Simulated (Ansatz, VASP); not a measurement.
PbS: VASP beside Ansatz

Contents of INCAR:

```
ALGO = Normal ; EDIFF = 1E-7
ENCUT = 520 ; GGA = PE
ISIF = 2 ; ISMEAR = 0
LASPH = True ; LCHARG = False
LREAL = False ; LWAVE = False
NBANDS = 17 ; NELM = 80
PREC = Accurate ; SIGMA = 0.03
```

Contents of KPOINTS:

```
k-points
0
Gamma
  10 10 10
```

File POSCAR:

```
PbS
1.0
    0.0000000000      2.9650000000      2.9650000000
    2.9650000000      0.0000000000      2.9650000000
    2.9650000000      2.9650000000      0.0000000000
Pb S
1 1
Direct
    0.0000000000      0.0000000000      0.0000000000
    0.5526981450      0.5526981450      0.4473018550
```

Input for Ansatz:

```yaml
crystal:
  lattice:
    - [0.0, 2.965, 2.965]
    - [2.965, 0.0, 2.965]
    - [2.965, 2.965, 0.0]
  atoms:
    - { symbol: Pb, position: [0.0, 0.0, 0.0] }
    - { symbol: S, position: [0.552698145, 0.552698145, 0.447301855] }
basis:
  ecutwfc: 420
kpoints:
  mp_grid: { grid: [10, 10, 10] }
hamiltonian:
  xc: pbe
scf:
  occupations: { method: gaussian, width: 0.03 }
output:
  forces: true
  stress: true
  eigenvalues: true
  write_density: true
  write_potential: true
  elf: true
  volumetric_format: npy
```

Change from the starting cell: all S atoms moved +0.312 Å, as atom 2 along Cartesian [0 0 1].

Alike in both runs: task single point; functional PBE; k mesh 10 × 10 × 10; occupations gaussian, width 0.03 eV; no spin polarisation.

|  | VASP | Ansatz |
| --- | --- | --- |
| version | VASP 6.6.1 | Ansatz 0.2.0 |
| potentials or method | VASP PAW PBE potentials, release 64 (Pb_d, S), cutoff 520 eV | scalar-relativistic, plane waves, PAW |
| valence electrons in the cell | 20 | 20 |

Ansatz gave:

- gap on the k mesh at the Fermi level (eV): 1.01
- least direct gap on the mesh (eV): 1.01
- pressure (GPa): 3.9
- traceless stress, the component that is largest in VASP (GPa): 2.93
- rms of the force components (eV/Å): 0.325

Problem. What did VASP give for the same quantities?

Solution. gap on the k mesh at the Fermi level (eV): 1.01; least direct gap on the mesh (eV): 1.01; pressure (GPa): 3.8; traceless stress, the component that is largest in VASP (GPa): 2.93; rms of the force components (eV/Å): 0.326.

Atom by atom the forces differ by 0.001 eV/Å (rms over components).

Spin-orbit coupling is off throughout.
